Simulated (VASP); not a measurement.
SnTe, 2 atoms in the cell. It takes space group I4/mmm (No. 139, tetragonal). Conventional cell: a = 4.464 Å, b = 4.464 Å, c = 6.250 Å, α = 90.00°, β = 90.00°, γ = 90.00°. Sn (site symmetry 4/mmm) has 6 Te at 3.12 to 3.16 Å within 4.1 Å. Te (site symmetry 4/mmm) has 6 Sn at 3.12 to 3.16 Å within 4.1 Å.  This cell differs from its parent crystal: zz strain of -1 %.

- Program: VASP 6.6.1
- Task: electric field gradients
- Functional: PBEsol
- Potentials or basis: VASP PAW PBE potentials, release 64 (Sn_d, Te)
- Cutoff: 520 eV
- k mesh: 11 × 11 × 11
- Occupations: fermi-dirac, width 0.08 eV
- Spin: no spin polarisation
- Dipole correction: no
- Further INCAR settings: ALGO = Normal; EDIFF = 1e-08; NBANDS = 17

Potentials or basis: VASP PAW PBE potentials, release 64 (Sn_d, Te).

The run is started by

```console
$ cat potpaw_PBE.64/Sn_d/POTCAR potpaw_PBE.64/Te/POTCAR > POTCAR
$ mpirun -np 1 vasp_std > vasp.out
```

Hardware: 1 thread of Intel Xeon 8259CL (shared host).

Question: How long does it take, and how much memory?

Answer: Run time: 2.8 min on 1 thread of Intel Xeon 8259CL, on a shared host, peak memory 0.3 GiB. Counts: scf iterations 16, k points 126.
